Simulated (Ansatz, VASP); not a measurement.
Given: the input of a run of Ansatz 0.2.0 on CdS.

input.yaml

```yaml
crystal:
  lattice:
    - [0.0, 2.6970395763, 2.6970395763]
    - [2.6970395763, 0.0, 2.6970395763]
    - [2.6970395763, 2.6970395763, 0.0]
  atoms:
    - { symbol: Cd, position: [0.0, 0.0, 0.0] }
    - { symbol: S, position: [0.5, 0.5, 0.5] }
hamiltonian:
  xc: pbesol
  pseudopotentials: { kind: paw }
kpoints:
  mp_grid: { grid: [8, 8, 8] }
scf:
  occupations: { method: fermi_dirac, width: 0.05 }
output:
  forces: true
  stress: true
  eigenvalues: true
```

Potentials or basis: Ansatz PAW.

Run with:

```bash
$ ansatz run input.yaml --threads 2 --pin off --max-ram 5632MiB --backend cpu --events-out ev --progress --plain --runs-dir out
```

**Question.** Translate it to VASP 6.6.1. Potentials there: VASP PAW PBE potentials, release 64 (Cd, S).

**Answer.** As run (the cutoff follows the program's own potentials):

File INCAR:

```
SYSTEM = CdS
ALGO = Normal
EDIFF = 1E-6
ENCUT = 520
GGA = PS
ISIF = 2
ISMEAR = -1
LASPH = .True.
LCHARG = .False.
LREAL = .False.
LWAVE = .False.
NBANDS = 16
NELM = 80
PREC = Accurate
SIGMA = 0.05
```

Contents of KPOINTS:

```
k-points
0
Gamma
  8 8 8
  0 0 0
```

The input POSCAR:

```
CdS
1.0
    0.0000000000      2.6970395763      2.6970395763
    2.6970395763      0.0000000000      2.6970395763
    2.6970395763      2.6970395763      0.0000000000
Cd S
1 1
Direct
    0.0000000000      0.0000000000      0.0000000000
    0.5000000000      0.5000000000      0.5000000000
```

Potentials or basis: VASP PAW PBE potentials, release 64 (Cd, S).

Command:

```sh
$ cat potpaw_PBE.64/Cd/POTCAR potpaw_PBE.64/S/POTCAR > POTCAR
$ mpirun -np 1 vasp_std > vasp.out
```

Both were run:

|  | VASP | Ansatz | Ansatz less VASP |
| --- | --- | --- | --- |
| pressure (GPa) | 0.7 | 0.1 | -0.57 |

VASP's potentials were made for PBE, not for PBEsol. With one functional, cell and mesh, what is left measures potentials, basis and numerics. VASP's potentials hold 18 valence electrons a cell and Ansatz's 26, so a difference there can come from the potentials and not from the codes.
